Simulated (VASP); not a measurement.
# GaN (I4/mmm) in VASP: single point with PBEsol

Aim: the single point of GaN with PBEsol.

Everything below comes from runs of VASP 6.6.1. Logs are shortened: lines on timing, memory, paths and dates and some standing lists are left out, and cuts for length are marked.

## Step 1: The cell of the first run

The structure is tetragonal, space group I4/mmm (No. 139). The conventional cell has a = 2.818 Å, b = 2.818 Å, c = 4.025 Å, α = 90.00°, β = 90.00°, γ = 90.00°. Ga (site symmetry 4/mmm) has 6 N at 1.99 to 2.01 Å within 2.6 Å. Within 2.6 Å of N (site symmetry 4/mmm) lie 6 Ga at 1.99 to 2.01 Å.

## Step 2: Single point, PBEsol (zz strain of +1 %)

The input, INCAR:

```
SYSTEM = GaN
ALGO = Normal ; EDIFF = 1E-6
ENCUT = 520 ; GGA = PS
ISIF = 2 ; ISMEAR = -1
LASPH = .True. ; LCHARG = .True.
LELF = .True. ; LREAL = .False.
LVHAR = .True. ; LWAVE = .False.
NBANDS = 16 ; NELM = 60
PREC = Accurate ; SIGMA = 0.02
```

The input, KPOINTS:

```
k-points
0
Gamma
  10 10 10
  0 0 0
```

The input, POSCAR:

```
GaN
1.0
    0.0000000000      1.9925000000      2.0124250000
    1.9925000000      0.0000000000      2.0124250000
    1.9925000000      1.9925000000      0.0000000000
Ga N
1 1
Direct
    0.5000000000      0.5000000000      0.5000000000
    0.0000000000      0.0000000000      0.0000000000
```

Potentials or basis: VASP PAW PBE potentials, release 64 (Ga_d, N).

On the command line:

```sh
> cat potpaw_PBE.64/Ga_d/POTCAR potpaw_PBE.64/N/POTCAR > POTCAR
> mpirun -np 1 vasp_std > vasp.out
```

OUTCAR:

```text
SYSTEM = GaN
   EDIFF = 1E-6
   ENCUT = 520
   GGA = PS
   ISIF = 2
   ISMEAR = -1
   LASPH = .True.
   LREAL = .False.
   NELM = 60
   PREC = Accurate

 ion  position               nearest neighbor table
   1  0.500  0.500  0.500-   2 1.99   2 1.99   2 1.99   2 1.99   2 2.01   2 2.01
   2  0.000  0.000  0.000-   1 1.99   1 1.99   1 1.99   1 1.99   1 2.01   1 2.01

  LATTYP: Found a body centered tetragonal cell.
 ALAT       =     2.8178205230
 C/A-ratio  =     1.4283556980

  Lattice vectors:

 A1 = (  -1.9925000000,   0.0000000000,   2.0124250000)
 A2 = (   1.9925000000,   0.0000000000,   2.0124250000)
 A3 = (   0.0000000000,   1.9925000000,  -2.0124250000)

Analysis of symmetry for initial positions (statically):
=====================================================================
 Subroutine PRICEL returns:
 Original cell was already a primitive cell.

 Routine SETGRP: Setting up the symmetry group for a
 body centered tetragonal supercell.

 Subroutine GETGRP returns: Found 16 space group operations
 (whereof 16 operations were pure point group operations)
 out of a pool of 16 trial point group operations.

The static configuration has the point symmetry D_4h.

Analysis of symmetry for dynamics (positions and initial velocities):
=====================================================================
 Subroutine PRICEL returns:
 Original cell was already a primitive cell.

 Routine SETGRP: Setting up the symmetry group for a
 body centered tetragonal supercell.

 Subroutine GETGRP returns: Found 16 space group operations
 (whereof 16 operations were pure point group operations)
 out of a pool of 16 trial point group operations.

The dynamic configuration has the point symmetry D_4h.

 Subroutine INISYM returns: Found 16 space group operations
 (whereof 16 operations are pure point group operations),
 and found     1 'primitive' translations

----------------------------------------------------------------------------------------

                                     Primitive cell

  volume of cell :      15.9789

  direct lattice vectors                    reciprocal lattice vectors
     0.000000000  1.992500000  2.012425000    -0.250941029  0.250941029  0.248456464
     1.992500000  0.000000000  2.012425000     0.250941029 -0.250941029  0.248456464
     1.992500000  1.992500000  0.000000000     0.250941029  0.250941029 -0.248456464

  length of vectors
     2.831944673  2.831944673  2.817820523     0.433212897  0.433212897  0.433212897

  position of ions in fractional coordinates (direct lattice)
[... 75 lines left out ...]
   LSORBIT =      F    spin-orbit coupling
   LASPH  =      T    aspherical Exc in radial PAW
   ENCUT  =  520.0 eV  38.22 Ry    6.18 a.u.   5.27  5.27  5.24*2*pi/ulx,y,z
   NELM   =     60;   NELMIN=  2; NELMDL= -5     # of ELM steps
   EDIFF  = 0.1E-05   stopping-criterion for ELM
   LREAL  =      F    real-space projection
   EDIFFG = 0.1E-04   stopping-criterion for IOM
   NSW    =      0    number of steps for IOM
   IBRION =     -1    ionic relax: 0-MD 1-quasi-New 2-CG
   NFREE  =      0    steps in history (QN), initial steepest desc. (CG)
   ISIF   =      2    stress and relaxation
   ISYM   =      2    0-nonsym 1-usesym 2-fastsym
   POTIM  = 0.5000    time-step for ionic-motion
   TEBEG  =    0.0;   TEEND  =   0.0 temperature during run
   PSTRESS=    0.0 pullay stress
   NELECT =      18.0000    total number of electrons
   NUPDOWN=      -1.0000    fix difference up-down
   EMIN   =  10.00;   EMAX   =-10.00  energy-range for DOS
   EFERMI =   0.00;   METHOD = LEGACY
   ISMEAR =    -1;   SIGMA  =   0.02  broadening in eV -4-tet -1-fermi 0-gaus
   EFERMI_NEDOS =   21; number of points for ismear=-14 and -15
   IALGO  =     38    algorithm
   IMIX   =      4    mixing-type and parameters
     AMIX     =   0.40;   BMIX     =  1.00
     AMIX_MAG =   1.60;   BMIX_MAG =  1.00
  volume/ion in A,a.u.               =       7.99        53.92
  Fermi-wavevector in a.u.,A,eV,Ry     =   1.703401  3.218961 39.478321  2.901575
  Thomas-Fermi vector in A             =   2.782994
   LORBIT       =      0    0 simple, 1 ext, 2 COOP (PROOUT), +10 PAW based schemes
   GGA     = PS    functional components
   LHFCALC =     F    Hartree Fock is set to
   AEXX    =    0.0000 exact exchange contribution
   IVDW    =     0    specifies the selected vdW correction
   LEPSILON=     F    determine dielectric tensor
   LRPA    =     F    only Hartree local field effects (RPA)
 non-spin polarized calculation
  energy-cutoff  :      520.00
  volume of cell :       15.98
 maximum number of plane-waves:       448
 NGX is ok and might be reduce to    24
   NGX = 11   NGY = 11   NGZ = 11

 number of electron      18.0000000 magnetization

 Free energy of the ion-electron system (eV)
  ---------------------------------------------------
  ext. energy  EPLUGINS =         0.00000000
  ---------------------------------------------------
  free energy    TOTEN  =       -11.83673845 eV

  energy without entropy =      -11.83673845  energy(sigma->0) =      -11.83673845

 E-fermi :  10.5779     XC(G=0): -14.2673

 val. band max:       10.0566832902   @ k =  -0.2000   0.2000   0.0000
 cond. band min:      11.6350501081   @ k =   0.5000   0.0000   0.5000
 fundamental gap:      1.5783668179
 Fermi energy:        10.5779255909

 k-point     1 :       0.0000    0.0000    0.0000
  band No.  band energies     occupation
      1      -9.1177      2.00000
      2      -3.9207      2.00000
      3      -3.9088      2.00000
      4      -3.9088      2.00000
      5      -3.7714      2.00000
      6      -3.7540      2.00000
[... 433 lines left out ...]
      3      -3.7097      2.00000
      4      -3.6735      2.00000
      5      -3.5426      2.00000
      6      -2.9570      2.00000
[... 8 lines left out ...]
     15      37.1751      0.00000
     16      38.8389      0.00000

 [... further k-points ...]
[... 5 lines left out ...]
  --------------------------------------------------------------------------------------
  -------------------------------------------------------------------------------------
  Total        5.6232542      5.6232542      5.1552232      0.0000000     -0.0000000      0.0000000
  in kB      563.8348807    563.8348807    516.9061482      0.0000000     -0.0000000      0.0000000
  external PRESSURE =     548.1919698 kB  Pullay stress =       0.0000000 kB

 VOLUME and BASIS-vectors are now :
 -----------------------------------------------------------------------------
  energy-cutoff  :      520.00
  volume of cell :       15.98
      direct lattice vectors                 reciprocal lattice vectors
     0.000000000  1.992500000  2.012425000    -0.250941029  0.250941029  0.248456464
     1.992500000  0.000000000  2.012425000     0.250941029 -0.250941029  0.248456464
     1.992500000  1.992500000  0.000000000     0.250941029  0.250941029 -0.248456464

 POSITION                                       TOTAL-FORCE (eV/Angst)
 -----------------------------------------------------------------------------------
      1.99250      1.99250      2.01242         0.000000     -0.000000      0.000000
      0.00000      0.00000      0.00000         0.000000      0.000000      0.000000
 -----------------------------------------------------------------------------------
    total drift:                                0.000000     -0.000000      0.000000

  FREE ENERGIE OF THE ION-ELECTRON SYSTEM (eV)
  ---------------------------------------------------
  free  energy   TOTEN  =       -11.8367384457 eV

  energy  without entropy=      -11.8367384457  energy(sigma->0) =      -11.83673845
```

stdout:

```text
POSCAR found type information on POSCAR GaN
 POSCAR found :  2 types and       2 ions
 scaLAPACK will be used
 -----------------------------------------------------------------------------
|                                                                             |
|                                                                             |
|     You enforced a specific xc type in the INCAR file but a different       |
|     I HOPE YOU KNOW WHAT YOU ARE DOING!                                     |
|                                                                             |
 -----------------------------------------------------------------------------

 LDA part: xc-table for (Slater+PW92), standard interpolation
 POSCAR, INCAR and KPOINTS ok, starting setup
 FFT: planning ... GRIDC
 FFT: planning ... GRID_SOFT
 FFT: planning ... GRID
 WAVECAR not read
 entering main loop
```

Wall time 46 s (1 thread of Intel Xeon 8259CL, shared host); peak memory 0.16 GiB.

What came out:

```
Free energy            : -11.8367 eV
Pressure               : 54.8 GPa
Band gap on the k mesh : 1.58 eV, indirect (least direct gap 5.01 eV)
```

Stress tensor (GPa, compression positive):
```
56.38  0.00  0.00
 0.00 56.38  0.00
 0.00  0.00 51.69
```

Levels at points of the mesh, in eV from the valence-band top:
| k point | band 5 | band 6 | band 7 | band 8 | band 9 | band 10 | band 11 | band 12 | band 13 | band 14 |
| --- | --- | --- | --- | --- | --- | --- | --- | --- | --- | --- |
| (0.00, 0.00, 0.00) | -13.83 | -13.81 | -0.80 | -0.80 | -0.71 | 4.30 | 15.56 | 15.64 | 15.64 | 16.41 |
| (0.50, 0.00, 0.00) | -13.61 | -13.60 | -9.19 | -0.20 | -0.13 | 5.30 | 9.83 | 10.06 | 11.72 | 17.87 |
| (0.50, 0.50, 0.00) | -13.52 | -10.57 | -8.66 | -3.74 | -3.74 | 1.71 | 7.95 | 13.50 | 16.76 | 16.76 |
| (0.50, 0.00, 0.50) | -13.51 | -10.45 | -8.62 | -3.89 | -3.74 | 1.58 | 7.82 | 13.61 | 16.48 | 16.82 |

Caveat: the cell differs from its parent crystal (zz strain of +1 %); the PAW data sets were made with another functional, which shifts forces and pressure a little.
